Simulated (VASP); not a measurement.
Wanted: the native input for a VASP 6.6.1 run.

```yaml
Task: single point
Functional: PBE
Potentials_or_basis: VASP PAW PBE potentials, release 64 (P)
Cutoff: 520 eV
k_mesh: 4 × 2 × 6
Occupations: gaussian, width 0.1 eV
Spin: no spin polarisation
Dipole_correction: no
Further_INCAR_settings: ALGO = Normal; EDIFF = 1e-06; NBANDS = 18
```

The structure of P lies in POSCAR:

```
P
1.0
    3.7502141500      0.0000000000      0.0000000000
    0.0000000000      7.6766807700      0.0000000000
    0.0000000000      0.0000000000      2.6438198700
P
4
Direct
    0.2537287800      0.6249238800      0.5000000000
    0.2462712200      0.1249238800      0.5000000000
    0.7537287800      0.8750761200      0.5000000000
    0.7462712200      0.3750761200      0.5000000000
```

These files were run (other wordings do the same):

INCAR

```
PREC = Accurate ; ENCUT = 520
EDIFF = 1E-6 ; ISMEAR = 0
SIGMA = 0.1 ; LREAL = F
LASPH = T ; NELM = 100
ALGO = Normal ; ISIF = 2
LWAVE = F ; LCHARG = F
GGA = PE ; NBANDS = 18
```

KPOINTS

```
Automatic mesh
0
Gamma
  4 2 6
```

Potentials or basis: VASP PAW PBE potentials, release 64 (P).

Launch:

```sh
$ cat potpaw_PBE.64/P/POTCAR > POTCAR
$ mpirun -np 1 vasp_std > vasp.out
```

It gave:

The pressure is -15.0 GPa. The largest force is 0.036 eV/Å and the band gap on the k mesh is zero (band 10 reaches 8.78 eV, above the bottom of band 11 at 3.87 eV).

Caveat: the k points lie up to 0.42 Å⁻¹ apart.

It took 17 s on 1 thread of Intel(R) Xeon(R) Platinum 8375C CPU @ 2.90GHz (Ice Lake), with other jobs on the host, peak memory 0.17 GiB.
